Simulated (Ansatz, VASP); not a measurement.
Ti in VASP and in Ansatz

```xyz
6
Lattice="2.9229 0.0000 0.0000 -1.4615 2.5313 0.0000 0.0000 0.0000 14.1163" Properties=species:S:1:pos:R:3 pbc="T T T"
Ti    0.0000    0.0000    0.0000
Ti    0.0000    1.6875    2.3625
Ti    1.4615    0.8438    4.6956
Ti    0.0000    0.0000    7.0581
Ti    1.4615    0.8438    9.4206
Ti    0.0000    1.6875   11.7538
```

Alike in both runs: functional r2SCAN; k mesh 18 × 18 × 4; occupations gaussian, width 0.1 eV; no spin polarisation.

Ansatz relaxed the structure, and its values are those at the end. VASP's run is a single point on that final structure, the one shown.

|  | VASP | Ansatz |
| --- | --- | --- |
| version | VASP 6.6.1 | Ansatz 0.2.0 |
| potentials or method | VASP PAW PBE potentials, release 64 (Ti_sv), cutoff 550 eV | scalar-relativistic, plane waves, PAW |
| valence electrons in the cell | 72 | 72 |

VASP gave:

```
gap on the k mesh at the Fermi level (eV) : none
pressure (GPa)                            : 0.4
```

Problem. What did Ansatz give for the same quantities?

Solution. gap on the k mesh at the Fermi level (eV): none; pressure (GPa): 0.0.

VASP's potentials were made for PBE, not for r2SCAN. A gap of «none» marks a metal or a gap that the smearing closes. The functional is the same, so the differences come from potentials, cutoffs and numerics.
